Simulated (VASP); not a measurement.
# Co (P6_3/mmc) in VASP: a series of runs

The runs below take Co through single point, with r2SCAN.

All numbers are computed with VASP 6.6.1; they aren't measurements. Logs are shortened: lines on timing, memory, paths and dates and some standing lists are left out, and cuts for length are marked.

**1. The cell of the first run**

Symmetry: P6_3/mmc, No. 194, hexagonal system. The conventional cell has a = 2.472 Å, b = 2.472 Å, c = 4.027 Å, α = 90.00°, β = 90.00°, γ = 120.00°. Co (site symmetry -6m2) has 12 Co at 2.47 Å within 3.3 Å.

**2. Single point, r2SCAN, collinear spin, ferromagnetic start**

Contents of POSCAR:

```
Co
1.0
    2.4715232260      0.0000000000      0.0000000000
   -1.2357616130      2.1404018997      0.0000000000
    0.0000000000      0.0000000000      4.0271144694
Co
2
Direct
    0.3333333333      0.6666666667      0.2500000000
    0.6666666667      0.3333333333      0.7500000000
```

Contents of INCAR.step1:

```
PREC     = Accurate       # precision mode
ENCUT    = 520            # plane-wave cutoff, eV
ISMEAR   = 1              # smearing method
SIGMA    = 0.6            # smearing width, eV
LREAL    = False          # projectors in reciprocal space
LASPH    = True           # aspherical terms in the spheres
NELM     = 150            # most SCF steps
ISPIN    = 2              # spin polarisation
MAGMOM   = 1.891 1.891    # initial moments
LMAXMIX  = 4              # l up to which the mixer works
NBANDS   = 20             # bands
GGA      = PE             # functional
ALGO     = Normal         # electronic algorithm
EDIFF    = 1E-4           # SCF threshold, eV
LWAVE    = True           # write WAVECAR
LCHARG   = False          # write CHGCAR
```

Contents of INCAR.step2:

```
PREC     = Accurate       # precision mode
ENCUT    = 520            # plane-wave cutoff, eV
EDIFF    = 1E-6           # SCF threshold, eV
ISMEAR   = 1              # smearing method
SIGMA    = 0.6            # smearing width, eV
LREAL    = False          # projectors in reciprocal space
LASPH    = True           # aspherical terms in the spheres
NELM     = 150            # most SCF steps
ALGO     = Normal         # electronic algorithm
ISIF     = 2              # what is computed and relaxed
LWAVE    = False          # write WAVECAR
LCHARG   = False          # write CHGCAR
ISPIN    = 2              # spin polarisation
MAGMOM   = 1.891 1.891    # initial moments
LORBIT   = 11             # projections on sites
LMAXMIX  = 4              # l up to which the mixer works
METAGGA  = R2SCAN         # meta-GGA
LMIXTAU  = True         
NBANDS   = 20             # bands
ISTART   = 1
```

Contents of KPOINTS:

```
Automatic mesh
0
Gamma
  15 15 8
```

Potentials or basis: VASP PAW PBE potentials, release 64 (Co).

Command:

```sh
$ cat potpaw_PBE.64/Co/POTCAR > POTCAR
$ cp INCAR.step1 INCAR
$ mpirun -np 1 vasp_std > vasp.out
$ cp INCAR.step2 INCAR
$ mpirun -np 1 vasp_std > vasp.out
```

OUTCAR:

```text
PREC = Accurate
   ENCUT = 520
   EDIFF = 1E-6
   ISMEAR = 1
   LREAL = False
   LASPH = True
   NELM = 150
   ISIF = 2
   ISPIN = 2
   LORBIT = 11
   METAGGA = R2SCAN
   ISTART = 1

 ion  position               nearest neighbor table
   1  0.333  0.667  0.250-   2 2.47   2 2.47   2 2.47   2 2.47   2 2.47   2 2.47
   2  0.667  0.333  0.750-   1 2.47   1 2.47   1 2.47   1 2.47   1 2.47   1 2.47

  LATTYP: Found a hexagonal cell.
 ALAT       =     2.4715232260
 C/A-ratio  =     1.6294058769

  Lattice vectors:

 A1 = (   2.4715232260,   0.0000000000,   0.0000000000)
 A2 = (  -1.2357616130,   2.1404018997,   0.0000000000)
 A3 = (   0.0000000000,   0.0000000000,   4.0271144694)

Analysis of symmetry for initial positions (statically):
=====================================================================
 Subroutine PRICEL returns:
 Original cell was already a primitive cell.

 Routine SETGRP: Setting up the symmetry group for a
 hexagonal supercell.

 Subroutine GETGRP returns: Found 24 space group operations
 (whereof 12 operations were pure point group operations)
 out of a pool of 24 trial point group operations.

The static configuration has the point symmetry D_3d.
 The point group associated with its full space group is D_6h.

Analysis of symmetry for dynamics (positions and initial velocities):
=====================================================================
 Subroutine PRICEL returns:
 Original cell was already a primitive cell.

 Routine SETGRP: Setting up the symmetry group for a
 hexagonal supercell.

 Subroutine GETGRP returns: Found 24 space group operations
 (whereof 12 operations were pure point group operations)
 out of a pool of 24 trial point group operations.

The dynamic configuration has the point symmetry D_3d.
 The point group associated with its full space group is D_6h.

Analysis of structural, dynamic, and magnetic symmetry:
=====================================================================
 Subroutine PRICEL returns:
 Original cell was already a primitive cell.

 Routine SETGRP: Setting up the symmetry group for a
 hexagonal supercell.

 Subroutine GETGRP returns: Found 24 space group operations
 (whereof 12 operations were pure point group operations)
 out of a pool of 24 trial point group operations.

The overall configuration has the point symmetry D_3d.
 The point group associated with its full space group is D_6h.

 Subroutine INISYM returns: Found 24 space group operations
 (whereof 12 operations are pure point group operations),
[... 116 lines left out ...]
     AMIX_MAG =   1.60;   BMIX_MAG =  1.00
  volume/ion in A,a.u.               =      10.65        71.88
  Fermi-wavevector in a.u.,A,eV,Ry     =   1.547679  2.924690 32.590191  2.395312
  Thomas-Fermi vector in A             =   2.652738
   LORBIT       =     11    0 simple, 1 ext, 2 COOP (PROOUT), +10 PAW based schemes
   METAGGA = R2SCAN    functional components
   LHFCALC =     F    Hartree Fock is set to
   AEXX    =    0.0000 exact exchange contribution
   IVDW    =     0    specifies the selected vdW correction
   LEPSILON=     F    determine dielectric tensor
   LRPA    =     F    only Hartree local field effects (RPA)
 spin polarized calculation
 Methfessel and Paxton  Order N= 1 SIGMA  =   0.60
  energy-cutoff  :      520.00
  volume of cell :       21.30
 maximum number of plane-waves:       588
   NGX =  9   NGY =  9   NGZ = 15

 number of electron      17.9999991 magnetization       3.4732782

 Free energy of the ion-electron system (eV)
  ---------------------------------------------------
  ext. energy  EPLUGINS =         0.00000000
  ---------------------------------------------------
  free energy    TOTEN  =       -26.40127001 eV

  energy without entropy =      -26.43269047  energy(sigma->0) =      -26.41174350

 E-fermi :  10.5937     XC(G=0): -14.8032

 val. band max:       10.5933294298   @ k =   0.1333  -0.0000   0.1250
 cond. band min:      10.5949964701   @ k =   0.2667   0.2000   0.0000
 fundamental gap:      0.0016670403
 Fermi energy:        10.5936869688

 spin component 1

 k-point     1 :       0.0000    0.0000    0.0000
  band No.  band energies     occupation
      1       1.1342      1.00000
      2       4.7426      1.00000
      3       7.1667      1.00000
      4       7.2164      1.00000
      5       7.2166      1.00000
      6       7.5204      1.00000
[... 541 lines left out ...]
     19      30.7741      0.00000
     20      40.3774      0.00000

 [... further k-points ...]

 spin component 2

 k-point     1 :       0.0000    0.0000    0.0000
  band No.  band energies     occupation
      1       0.5411      1.00000
      2       5.8928      1.00000
      3       9.5558      1.01727
      4       9.6764      1.02635
      5       9.6764      1.02635
      6       9.7181      1.02942
[... 541 lines left out ...]
     19      31.4975      0.00000
     20      41.3890      0.00000

 [... further k-points ...]

------------------------ aborting loop because EDIFF is reached ----------------------------------------

  FORCE on cell =-STRESS in cart. coord.  units (eV):
  Direction    XX          YY          ZZ          XY          YZ          ZX
  --------------------------------------------------------------------------------------
  -------------------------------------------------------------------------------------
  Total       -0.1385750     -0.1385750     -0.1203373      0.0000000      0.0000000      0.0000000
  in kB      -10.4217668    -10.4217668     -9.0501737      0.0000000      0.0000000      0.0000000
  external PRESSURE =      -9.9645691 kB  Pullay stress =       0.0000000 kB

 VOLUME and BASIS-vectors are now :
 -----------------------------------------------------------------------------
  energy-cutoff  :      520.00
  volume of cell :       21.30
      direct lattice vectors                 reciprocal lattice vectors
     2.471523226  0.000000000  0.000000000     0.404608781  0.233600989  0.000000000
    -1.235761613  2.140401900  0.000000000     0.000000000  0.467201977  0.000000000
     0.000000000  0.000000000  4.027114469     0.000000000  0.000000000  0.248316756

 POSITION                                       TOTAL-FORCE (eV/Angst)
 -----------------------------------------------------------------------------------
     -0.00000      1.42693      1.00678         0.000000      0.000000      0.000000
      1.23576      0.71347      3.02034        -0.000000     -0.000000      0.000000
 -----------------------------------------------------------------------------------
    total drift:                                0.000000     -0.000000     -0.000000

  FREE ENERGIE OF THE ION-ELECTRON SYSTEM (eV)
  ---------------------------------------------------
  free  energy   TOTEN  =       -26.4012700087 eV

  energy  without entropy=      -26.4326904691  energy(sigma->0) =      -26.41174350

 total charge

# of ion       s       p       d       tot
------------------------------------------
    1        0.518   0.576   7.238   8.332
    2        0.518   0.576   7.238   8.332
--------------------------------------------------
tot          1.036   1.152  14.477  16.664

 magnetization (x)

# of ion       s       p       d       tot
------------------------------------------
    1       -0.013  -0.087   1.898   1.798
    2       -0.013  -0.087   1.898   1.798
--------------------------------------------------
tot         -0.026  -0.173   3.796   3.597
```

OUTCAR.step1:

```text
PREC = Accurate
   ENCUT = 520
   ISMEAR = 1
   LREAL = False
   LASPH = True
[... 1350 lines left out ...]
     -0.00000      1.42693      1.00678        -0.000000      0.000000      0.000000
      1.23576      0.71347      3.02034         0.000000     -0.000000      0.000000
 -----------------------------------------------------------------------------------
    total drift:                                0.000000     -0.000000     -0.000000

  FREE ENERGIE OF THE ION-ELECTRON SYSTEM (eV)
  ---------------------------------------------------
  free  energy   TOTEN  =       -14.0357393323 eV

  energy  without entropy=      -14.1391173486  energy(sigma->0) =      -14.07019867
```

It took 3.7 min on 1 thread of AMD EPYC 9R45 (Zen 5), shared host; peak memory 0.17 GiB.

Results:

```yaml
Free_energy: -26.4013 eV
Pressure: -1.0 GPa
Net_moment: 3.47 μB per cell
Site_moments: Co +1.80 μB
Valence_electrons_inside_the_program's_atomic_spheres: Co 8.33
```

Caveat: so wide a smearing shifts energies and pressures; the PAW data sets were made with another functional, which shifts forces and pressure a little.

**3. Single point, r2SCAN, collinear spin, ferromagnetic start**

POSCAR is that of step 2.

Contents of INCAR.step1:

```
SYSTEM = Co
ALGO     = Normal         ! electronic algorithm
EDIFF    = 1E-4           ! SCF threshold, eV
ENCUT    = 520            ! plane-wave cutoff, eV
GGA      = PE             ! functional
ISMEAR   = -1             ! smearing method
ISPIN    = 2              ! spin polarisation
LASPH    = .True.         ! aspherical terms in the spheres
LCHARG   = .False.        ! write CHGCAR
LMAXMIX  = 4              ! l up to which the mixer works
LREAL    = .False.        ! projectors in reciprocal space
LWAVE    = .True.         ! write WAVECAR
MAGMOM   = 1.891 1.891    ! initial moments
NBANDS   = 20             ! bands
NELM     = 150            ! most SCF steps
PREC     = Accurate       ! precision mode
SIGMA    = 0.05           ! smearing width, eV
```

Contents of INCAR.step2:

```
SYSTEM = Co
ALGO     = Normal         ! electronic algorithm
EDIFF    = 1E-7           ! SCF threshold, eV
ENCUT    = 520            ! plane-wave cutoff, eV
ISIF     = 2              ! what is computed and relaxed
ISMEAR   = -1             ! smearing method
ISPIN    = 2              ! spin polarisation
ISTART   = 1            
LASPH    = .True.         ! aspherical terms in the spheres
LCHARG   = .False.        ! write CHGCAR
LMAXMIX  = 4              ! l up to which the mixer works
LMIXTAU  = .True.       
LORBIT   = 11             ! projections on sites
LREAL    = .False.        ! projectors in reciprocal space
LWAVE    = .False.        ! write WAVECAR
MAGMOM   = 1.891 1.891    ! initial moments
METAGGA  = R2SCAN         ! meta-GGA
NBANDS   = 20             ! bands
NELM     = 150            ! most SCF steps
PREC     = Accurate       ! precision mode
SIGMA    = 0.05           ! smearing width, eV
```

Contents of KPOINTS:

```
k-points
0
Gamma
  21 21 11
  0 0 0
```

Potentials or basis: VASP PAW PBE potentials, release 64 (Co).

Command:

```sh
$ cat potpaw_PBE.64/Co/POTCAR > POTCAR
$ cp INCAR.step1 INCAR
$ mpirun -np 1 vasp_std > vasp.out
$ cp INCAR.step2 INCAR
$ mpirun -np 1 vasp_std > vasp.out
```

OUTCAR:

```text
SYSTEM = Co
   EDIFF = 1E-7
   ENCUT = 520
   ISIF = 2
   ISMEAR = -1
   ISPIN = 2
   ISTART = 1
   LASPH = .True.
   LORBIT = 11
   LREAL = .False.
   METAGGA = R2SCAN
   NELM = 150
   PREC = Accurate

 ion  position               nearest neighbor table
   1  0.333  0.667  0.250-   2 2.47   2 2.47   2 2.47   2 2.47   2 2.47   2 2.47
   2  0.667  0.333  0.750-   1 2.47   1 2.47   1 2.47   1 2.47   1 2.47   1 2.47

  LATTYP: Found a hexagonal cell.
 ALAT       =     2.4715232260
 C/A-ratio  =     1.6294058769

  Lattice vectors:

 A1 = (   2.4715232260,   0.0000000000,   0.0000000000)
[... 1321 lines left out ...]

 VOLUME and BASIS-vectors are now :
 -----------------------------------------------------------------------------
  energy-cutoff  :      520.00
  volume of cell :       21.30
      direct lattice vectors                 reciprocal lattice vectors
     2.471523226  0.000000000  0.000000000     0.404608781  0.233600989  0.000000000
    -1.235761613  2.140401900  0.000000000     0.000000000  0.467201977  0.000000000
     0.000000000  0.000000000  4.027114469     0.000000000  0.000000000  0.248316756

 POSITION                                       TOTAL-FORCE (eV/Angst)
 -----------------------------------------------------------------------------------
     -0.00000      1.42693      1.00678        -0.000000     -0.000000      0.000000
      1.23576      0.71347      3.02034         0.000000      0.000000     -0.000000
 -----------------------------------------------------------------------------------
    total drift:                                0.000000     -0.000000     -0.000000

  FREE ENERGIE OF THE ION-ELECTRON SYSTEM (eV)
  ---------------------------------------------------
  free  energy   TOTEN  =       -26.4210391919 eV

  energy  without entropy=      -26.4087343208  energy(sigma->0) =      -26.41488676

 total charge

# of ion       s       p       d       tot
------------------------------------------
    1        0.518   0.575   7.239   8.332
    2        0.518   0.575   7.239   8.332
--------------------------------------------------
tot          1.035   1.151  14.479  16.665

 magnetization (x)

# of ion       s       p       d       tot
------------------------------------------
    1       -0.013  -0.086   1.891   1.792
    2       -0.013  -0.086   1.891   1.792
--------------------------------------------------
tot         -0.026  -0.173   3.783   3.584
```

OUTCAR.step1:

```text
SYSTEM = Co
   EDIFF = 1E-4
   ENCUT = 520
   GGA = PE
   ISMEAR = -1
   ISPIN = 2
   LASPH = .True.
   LREAL = .False.
[... 1347 lines left out ...]
     -0.00000      1.42693      1.00678         0.000000     -0.000000      0.000000
      1.23576      0.71347      3.02034        -0.000000      0.000000      0.000000
 -----------------------------------------------------------------------------------
    total drift:                                0.000000     -0.000000     -0.000000

  FREE ENERGIE OF THE ION-ELECTRON SYSTEM (eV)
  ---------------------------------------------------
  free  energy   TOTEN  =       -14.0729518955 eV

  energy  without entropy=      -14.0581592497  energy(sigma->0) =      -14.06555557
```

OSZICAR.step1:

```text
N       E                     dE             d eps       ncg     rms          rms(c)
DAV:   1     0.848647865536E+02    0.84865E+02   -0.79223E+03 24304   0.120E+03
DAV:   2    -0.115615794334E+02   -0.96426E+02   -0.86768E+02 23364   0.217E+02
DAV:   3    -0.160836292873E+02   -0.45220E+01   -0.43334E+01 26148   0.567E+01
DAV:   4    -0.161516205623E+02   -0.67991E-01   -0.67940E-01 28188   0.613E+00
DAV:   5    -0.161535609070E+02   -0.19403E-02   -0.19402E-02 26868   0.986E-01    0.151E+01
DAV:   6    -0.144794827297E+02    0.16741E+01   -0.72066E+00 26256   0.554E+01    0.677E+00
DAV:   7    -0.141100088354E+02    0.36947E+00   -0.11015E+00 27304   0.198E+01    0.384E+00
DAV:   8    -0.140881381772E+02    0.21871E-01   -0.15392E-02 30480   0.124E+00    0.179E+00
DAV:   9    -0.140733302076E+02    0.14808E-01   -0.28248E-03 38044   0.982E-01    0.461E-01
DAV:  10    -0.140729383985E+02    0.39181E-03   -0.75822E-04 30160   0.343E-01    0.771E-02
DAV:  11    -0.140729518955E+02   -0.13497E-04   -0.34304E-05 14204   0.786E-02
   1 F= -.14072952E+02 E0= -.14065556E+02  d E =-.147926E-01  mag=     3.1548
```

Run time: 8.1 min. Hardware: 1 thread of AMD EPYC 9R45 (Zen 5), shared host; peak memory 0.24 GiB.

Results:

- Free energy: -26.4210 eV
- Pressure: -0.9 GPa
- Net moment: 3.46 μB per cell
- Site moments: Co +1.79 μB
- Valence electrons inside the program's atomic spheres: Co 8.33

Stress tensor (GPa, compression positive):
```
-0.73  0.00  0.00
 0.00 -0.73  0.00
 0.00  0.00 -1.35
```

Caveat: the PAW data sets were made with another functional, which shifts forces and pressure a little.
